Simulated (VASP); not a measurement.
Here is a VASP 6.6.1 calculation.

Contents of POSCAR:

```
PbS
1.0
    3.6351320118      0.0000000000      0.0000000000
    0.0000000000      3.6351320118      0.0000000000
    0.0000000000      0.0000000000      3.6351320118
Pb S
1 1
Direct
    0.0000000000      0.0000000000      0.0000000000
    0.5000000000      0.5000000000      0.5000000000
```

File INCAR.step1:

```
PREC     = Accurate       # precision mode
ENCUT    = 520            # plane-wave cutoff, eV
EDIFF    = 1E-5           # SCF threshold, eV
ISMEAR   = -1             # smearing method
SIGMA    = 0.02           # smearing width, eV
LREAL    = False          # projectors in reciprocal space
LASPH    = True           # aspherical terms in the spheres
NELM     = 80             # most SCF steps
ALGO     = Normal         # electronic algorithm
ISIF     = 2              # what is computed and relaxed
LWAVE    = True           # write WAVECAR
LCHARG   = False          # write CHGCAR
NBANDS   = 17             # bands
GGA      = PE             # functional
```

INCAR.step2

```
PREC     = Accurate       # precision mode
ENCUT    = 520            # plane-wave cutoff, eV
EDIFF    = 1E-6           # SCF threshold, eV
ISMEAR   = -1             # smearing method
SIGMA    = 0.02           # smearing width, eV
LREAL    = False          # projectors in reciprocal space
LASPH    = True           # aspherical terms in the spheres
NELM     = 80             # most SCF steps
ALGO     = Normal         # electronic algorithm
ISIF     = 2              # what is computed and relaxed
LWAVE    = False          # write WAVECAR
LCHARG   = False          # write CHGCAR
GGA      = PE             # functional
LHFCALC  = True           # exact exchange
AEXX     = 0.35           # exact-exchange fraction
HFSCREEN = 0.3            # screening, 1/A
PRECFOCK = Normal       
NBANDS   = 17             # bands
ISTART   = 1
```

File KPOINTS:

```
regular mesh
0
Gamma
  4 4 4
```

Potentials or basis: VASP PAW PBE potentials, release 64 (Pb_d, S).

The run is started by

```sh
$ cat potpaw_PBE.64/Pb_d/POTCAR potpaw_PBE.64/S/POTCAR > POTCAR
$ cp INCAR.step1 INCAR
$ mpirun -np 1 vasp_std > vasp.out
$ cp INCAR.step2 INCAR
$ mpirun -np 1 vasp_std > vasp.out
```

Task: What does it give for the pressure?

Result: -2.1 GPa.

Task: Estimate the band gap on the k mesh.

Result: Zero (bands 10 and 11 overlap by 0.18 eV).

Caveat: the k points lie up to 0.43 Å⁻¹ apart; the structure was generated, so it needn't be the stable form of PbS; the PAW data sets were made with another functional, which shifts forces and pressure a little; spin-orbit coupling is left out, which moves the levels of the heavy elements.
